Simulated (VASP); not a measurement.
Set up this calculation in VASP 6.6.1, as the native input.

| Item | Value |
| --- | --- |
| Task | single point |
| Functional | r2SCAN |
| Potentials or basis | VASP PAW PBE potentials, release 64 (Pb_d, F) |
| Cutoff | 520 eV |
| k mesh | 8 × 8 × 8 |
| Occupations | gaussian, width 0.05 eV |
| Spin | no spin polarisation |
| Dipole correction | no |
| Further INCAR settings | ALGO = Normal; EDIFF = 1e-06; NBANDS = 21 |

The system is PbF2.

```
Pb F
1.0
     0.00000    2.92530    2.88075
     2.92530    0.00000    2.88075
     2.92530    2.92530    0.00000
Pb F
1 2
Direct
  0.00000 0.00000 0.00000
  0.25000 0.25000 0.25000
  0.75000 0.75000 0.75000
```

This cell differs from its parent crystal: strain -0.015 along x and y, -0.030 along z.

One way to write it, as run:

POSCAR

```
PbF2
1.0
    0.0000000000      2.9253022500      2.8807545000
    2.9253022500      0.0000000000      2.8807545000
    2.9253022500      2.9253022500      0.0000000000
Pb F
1 2
Direct
    0.0000000000      0.0000000000      0.0000000000
    0.2500000000      0.2500000000      0.2500000000
    0.7500000000      0.7500000000      0.7500000000
```

INCAR.step1

```
  PREC = Accurate
  ENCUT = 520
  ISMEAR = 0
  SIGMA = 0.05
  LREAL = False
  LASPH = True
  NELM = 60
  NBANDS = 21
  GGA = PE
  ALGO = Normal
  EDIFF = 1E-4
  LWAVE = True
  LCHARG = False
```

INCAR.step2

```
  PREC = Accurate
  ENCUT = 520
  EDIFF = 1E-6
  ISMEAR = 0
  SIGMA = 0.05
  LREAL = False
  LASPH = True
  NELM = 60
  ALGO = Normal
  ISIF = 2
  LWAVE = False
  LCHARG = True
  METAGGA = R2SCAN
  LMIXTAU = True
  LELF = True
  LVHAR = True
  NBANDS = 21
  ISTART = 1
```

KPOINTS

```
regular mesh
0
Gamma
  8 8 8
```

Potentials or basis: VASP PAW PBE potentials, release 64 (Pb_d, F).

Run with:

```sh
$ cat potpaw_PBE.64/Pb_d/POTCAR potpaw_PBE.64/F/POTCAR > POTCAR
$ cp INCAR.step1 INCAR
$ mpirun -np 1 vasp_std > vasp.out
$ cp INCAR.step2 INCAR
$ mpirun -np 1 vasp_std > vasp.out
```

Results of the run:

| Property | Result |
| --- | --- |
| Pressure | 4.4 GPa |
| Band gap on the k mesh | 4.84 eV, indirect (least direct gap 5.04 eV) |

Caveat: the cell differs from its parent crystal (strain -0.015 along x and y, -0.030 along z); the PAW data sets were made with another functional, which shifts forces and pressure a little; spin-orbit coupling is left out, which moves the levels of the heavy elements.

It took 74 s on 1 thread of Intel(R) Xeon(R) 6975P-C (Granite Rapids), with other jobs on the host, peak memory 0.21 GiB.
